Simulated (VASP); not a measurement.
Input of a VASP 6.6.1 run:

POSCAR

```
B
1.0
    4.3930911040      0.0000000000      0.0000000000
   -2.1965455520      3.8045284972      0.0000000000
    0.0000000000      0.0000000000      1.5879683862
B
3
Direct
    0.0000000000      0.0000000000      0.0000000000
    0.3333333333      0.6666666667      0.5000000000
    0.6666666667      0.3333333333      0.5000000000
```

Contents of INCAR.step1:

```
PREC = Accurate ; ENCUT = 520
ISMEAR = 0 ; SIGMA = 0.1
LREAL = F ; LASPH = T
NELM = 100 ; NBANDS = 12
GGA = PE ; ALGO = Normal
EDIFF = 1E-4 ; LWAVE = T
LCHARG = F
```

INCAR.step2

```
PREC = Accurate ; ENCUT = 520
EDIFF = 1E-6 ; ISMEAR = 0
SIGMA = 0.1 ; LREAL = F
LASPH = T ; NELM = 100
ALGO = Normal ; ISIF = 2
LWAVE = F ; LCHARG = F
METAGGA = R2SCAN ; LMIXTAU = T
NBANDS = 12 ; ISTART = 1
```

File KPOINTS:

```
regular mesh
0
Gamma
  18 18 24
```

Potentials or basis: VASP PAW PBE potentials, release 64 (B).

Launch:

```sh
$ cat potpaw_PBE.64/B/POTCAR > POTCAR
$ cp INCAR.step1 INCAR
$ mpirun -np 1 vasp_std > vasp.out
$ cp INCAR.step2 INCAR
$ mpirun -np 1 vasp_std > vasp.out
```

Task: Predict the pressure.

Result: -0.2 GPa.

Task: Estimate the band gap on the k mesh.

Result: Zero (an odd number of electrons rules out a gap without spin polarisation).

Stress tensor (GPa, compression positive):
```
 0.45  0.00  0.00
 0.00  0.45  0.00
 0.00  0.00 -1.54
```

Caveat: the PAW data sets were made with another functional, which shifts forces and pressure a little.
